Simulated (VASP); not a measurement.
# Si in VASP: single point with PBEsol

Aim: the single point of Si with PBEsol.

All numbers are computed with VASP 6.6.1; they aren't measurements. Logs are shortened: lines on timing, memory, paths and dates and some standing lists are left out, and cuts for length are marked.

## Step 1: The cell of the first run

The cell holds a slab with vacuum, 16 atoms: a = 3.842 Å, b = 10.866 Å, c = 20.763 Å, α = 90.00°, β = 90.00°, γ = 90.00°.

## Step 2: Single point, PBEsol

Contents of INCAR:

```
SYSTEM = Si
ALGO     = Fast           ! electronic algorithm
DIPOL    = 0.5 0.5 0.498
EDIFF    = 1E-6           ! SCF threshold, eV
ENCUT    = 520            ! plane-wave cutoff, eV
GGA      = PS             ! functional
IDIPOL   = 3            
ISIF     = 2              ! what is computed and relaxed
ISMEAR   = 0              ! smearing method
LASPH    = .TRUE.         ! aspherical terms in the spheres
LCHARG   = .TRUE.         ! write CHGCAR
LDIPOL   = .TRUE.       
LELF     = .TRUE.         ! ELF
LREAL    = Auto         
LVACPOTAV= .TRUE.       
LVHAR    = .TRUE.       
LWAVE    = .FALSE.        ! write WAVECAR
NBANDS   = 46             ! bands
NELM     = 100            ! most SCF steps
PREC     = Accurate       ! precision mode
SIGMA    = 0.05           ! smearing width, eV
```

Contents of KPOINTS:

```
k-points
0
G
  9 4 1
  0 0 0
```

Contents of POSCAR:

```
Si
1.0
    3.8417168286      0.0000000000      0.0000000000
    0.0000000000     10.8660160835      0.0000000000
    0.0000000000      0.0000000000     20.7625752429
Si
16
Direct
    0.5000000000      0.5000000000      0.3612268667
    0.5000000000      0.0000000000      0.3612268667
    0.0000000000      0.6250000000      0.3612268667
    0.0000000000      0.1250000000      0.3612268667
    0.0000000000      0.7500000000      0.4537422889
    0.0000000000      0.2500000000      0.4537422889
    0.5000000000      0.8750000000      0.4537422889
    0.5000000000      0.3750000000      0.4537422889
    0.4996155856      0.0019639327      0.5468682069
    0.5001086142      0.4996558843      0.5469279146
   -0.0000692370      0.1236906803      0.5469759531
    0.0003493918      0.6247155199      0.5467420942
    0.0029295765      0.2978447710      0.6113880299
   -0.0040311617      0.7257745329      0.6468727233
    0.5028747961      0.3996592412      0.6474484850
    0.4957634615      0.8274779967      0.6109052662
```

Potentials or basis: VASP PAW PBE potentials, release 64 (Si).

On the command line:

```
$ cat potpaw_PBE.64/Si/POTCAR > POTCAR
$ mpirun -np 1 vasp_std > vasp.out
```

OUTCAR:

```text
SYSTEM = Si
   EDIFF = 1E-6
   ENCUT = 520
   GGA = PS
   ISIF = 2
   ISMEAR = 0
   LASPH = .TRUE.
   LREAL = Auto
   NELM = 100
   PREC = Accurate

 ion  position               nearest neighbor table
   1  0.500  0.500  0.361-   3 2.35   3 2.35   8 2.35
   2  0.500  0.000  0.361-   4 2.35   4 2.35   7 2.35
   3  0.000  0.625  0.361-   1 2.35   1 2.35   5 2.35
   4  0.000  0.125  0.361-   2 2.35   2 2.35   6 2.35
   5  0.000  0.750  0.454-   7 2.35   7 2.35   3 2.35  12 2.36
   6  0.000  0.250  0.454-   8 2.35   8 2.35   4 2.35  11 2.37
   7  0.500  0.875  0.454-   5 2.35   5 2.35   2 2.35   9 2.38
   8  0.500  0.375  0.454-   6 2.35   6 2.35   1 2.35  10 2.36
   9  0.500  0.002  0.547-  16 2.32  11 2.33  11 2.33   7 2.38
  10  0.500  0.500  0.547-  12 2.35  15 2.35  12 2.35   8 2.36
  11  1.000  0.124  0.547-  13 2.32   9 2.33   9 2.33   6 2.37
  12  0.000  0.625  0.547-  14 2.35  10 2.35  10 2.35   5 2.36
  13  0.003  0.298  0.611-  11 2.32  15 2.34  15 2.34
  14  0.996  0.726  0.647-  16 2.34  16 2.34  12 2.35
  15  0.503  0.400  0.647-  13 2.34  13 2.34  10 2.35
  16  0.496  0.827  0.611-   9 2.32  14 2.34  14 2.34

  LATTYP: Found a simple orthorhombic cell.
 ALAT       =     3.8417168286
 B/A-ratio  =     2.8284271247
 C/A-ratio  =     5.4045043321

  Lattice vectors:

 A1 = (   3.8417168286,   0.0000000000,   0.0000000000)
 A2 = (   0.0000000000,  10.8660160835,   0.0000000000)
 A3 = (   0.0000000000,   0.0000000000,  20.7625752429)

Analysis of symmetry for initial positions (statically):
=====================================================================
 Subroutine PRICEL returns:
 Original cell was already a primitive cell.

 Routine SETGRP: Setting up the symmetry group for a
 simple orthorhombic supercell.

 Subroutine GETGRP returns: Found  1 space group operations
 (whereof  1 operations were pure point group operations)
 out of a pool of  8 trial point group operations.

The static configuration has the point symmetry C_1 .

Analysis of symmetry for dynamics (positions and initial velocities):
=====================================================================
 Subroutine PRICEL returns:
 Original cell was already a primitive cell.

 Routine SETGRP: Setting up the symmetry group for a
 simple orthorhombic supercell.

 Subroutine GETGRP returns: Found  1 space group operations
 (whereof  1 operations were pure point group operations)
 out of a pool of  8 trial point group operations.

[... 133 lines left out ...]
   NELECT =      64.0000    total number of electrons
   NUPDOWN=      -1.0000    fix difference up-down
   EMIN   =  10.00;   EMAX   =-10.00  energy-range for DOS
   EFERMI =   0.00;   METHOD = LEGACY
   ISMEAR =     0;   SIGMA  =   0.05  broadening in eV -4-tet -1-fermi 0-gaus
   EFERMI_NEDOS =   21; number of points for ismear=-14 and -15
   IALGO  =     68    algorithm
   IMIX   =      4    mixing-type and parameters
     AMIX     =   0.40;   BMIX     =  1.00
     AMIX_MAG =   1.60;   BMIX_MAG =  1.00
  volume/ion in A,a.u.               =      54.17       365.56
  Fermi-wavevector in a.u.,A,eV,Ry     =   0.686819  1.297900  6.418151  0.471721
  Thomas-Fermi vector in A             =   1.767157
   LORBIT       =      0    0 simple, 1 ext, 2 COOP (PROOUT), +10 PAW based schemes
   GGA     = PS    functional components
   LHFCALC =     F    Hartree Fock is set to
   AEXX    =    0.0000 exact exchange contribution
   IVDW    =     0    specifies the selected vdW correction
   LEPSILON=     F    determine dielectric tensor
   LRPA    =     F    only Hartree local field effects (RPA)
 non-spin polarized calculation
 RMM-DIIS sequential band-by-band and
 Gauss-broadening in eV      SIGMA  =   0.05
  energy-cutoff  :      520.00
  volume of cell :      866.72
 maximum number of plane-waves:     23410
 NGX is ok and might be reduce to    30
   NGX = 15   NGY = 41   NGZ = 77

 dipolmoment           0.000000      0.000000      0.042491 electrons x Angstroem

 number of electron      63.9999996 magnetization

 dipolmoment           0.000000      0.000000     -0.024229 electrons x Angstroem

 Free energy of the ion-electron system (eV)
  ---------------------------------------------------
  ext. energy  EPLUGINS =         0.00000000
  ---------------------------------------------------
  free energy    TOTEN  =       -82.91319385 eV

  energy without entropy =      -82.89978603  energy(sigma->0) =      -82.90648994

 E-fermi :  -0.9487     XC(G=0):  -4.2757

 val. band max:       -0.9523958268   @ k =   0.3333   0.2500   0.0000
 cond. band min:      -0.9258908579   @ k =   0.1111   0.0000   0.0000
 fundamental gap:      0.0265049690
 Fermi energy:        -0.9486997421

 k-point     1 :       0.0000    0.0000    0.0000
  band No.  band energies     occupation
      1     -12.6508      2.00000
      2     -11.6586      2.00000
      3     -11.5587      2.00000
      4     -11.2987      2.00000
      5     -10.6142      2.00000
      6     -10.4708      2.00000
[... 882 lines left out ...]
     43       2.1355      0.00000
     44       2.3521      0.00000
 [bands above 44 left out]

------------------------ aborting loop because EDIFF is reached ----------------------------------------

  FORCE on cell =-STRESS in cart. coord.  units (eV):
  Direction    XX          YY          ZZ          XY          YZ          ZX
  --------------------------------------------------------------------------------------
  -------------------------------------------------------------------------------------
  Total       -3.4155471     -2.9805730     -1.2057922     -0.0886456     -0.0003624      0.0029973
  in kB       -6.3138454     -5.5097696     -2.2289798     -0.1638667     -0.0006700      0.0055407
  external PRESSURE =      -4.6841982 kB  Pullay stress =       0.0000000 kB

 VOLUME and BASIS-vectors are now :
 -----------------------------------------------------------------------------
  energy-cutoff  :      520.00
  volume of cell :      866.72
      direct lattice vectors                 reciprocal lattice vectors
     3.841716829  0.000000000  0.000000000     0.260300289  0.000000000  0.000000000
     0.000000000 10.866016083  0.000000000     0.000000000  0.092030050  0.000000000
     0.000000000  0.000000000 20.762575243     0.000000000  0.000000000  0.048163582

 POSITION                                       TOTAL-FORCE (eV/Angst)
 -----------------------------------------------------------------------------------
      1.92086      5.43301      7.50000         0.002123      0.711636      0.275853
      1.92086      0.00000      7.50000         0.001197      0.620647      0.050788
      0.00000      6.79126      7.50000        -0.002195     -0.715595      0.284537
      0.00000      1.35825      7.50000        -0.000825     -0.616892      0.045330
      0.00000      8.14951      9.42086         0.001977      0.095899     -0.233851
      0.00000      2.71650      9.42086        -0.001464      0.030619     -0.111863
[... 8 lines left out ...]
      1.93190      4.34270     13.44270        -0.000514      0.007236      0.006903
      1.90458      8.99139     12.68397         0.005805      0.000993      0.001841
 -----------------------------------------------------------------------------------
    total drift:                               -0.001626     -0.004125     -0.006316

  FREE ENERGIE OF THE ION-ELECTRON SYSTEM (eV)
  ---------------------------------------------------
  free  energy   TOTEN  =       -82.9131938478 eV

  energy  without entropy=      -82.8997860341  energy(sigma->0) =      -82.90648994

 vacuum level on the upper side and lower side of the slab         3.866         3.971
```

Wall time 42 min (1 thread of Oxide Virtual Turin-like, shared host); peak memory 1 GiB.

What came out:

- Free energy: -82.9132 eV
- Largest force: 0.770 eV/Å
- Band gap on the k mesh: zero (bands 32 and 33 overlap by 0.30 eV)

Forces in eV/Å, atoms in the order of the input:
```
Si   0.002  0.712  0.276
Si   0.001  0.621  0.051
Si  -0.002 -0.716  0.285
Si  -0.001 -0.617  0.045
Si   0.002  0.096 -0.234
Si  -0.001  0.031 -0.112
Si   0.000 -0.021 -0.097
Si  -0.001 -0.103 -0.236
Si   0.001 -0.007 -0.003
Si   0.001  0.005  0.003
Si  -0.002  0.005  0.001
Si   0.001 -0.004  0.000
Si  -0.002 -0.001 -0.003
Si  -0.004 -0.008  0.015
Si  -0.001  0.007  0.007
Si   0.006  0.001  0.002
```

Caveat: the PAW data sets were made with another functional, which shifts forces and pressure a little.

The gap in the log of VASP goes by the Fermi energy; the results here count the filled bands.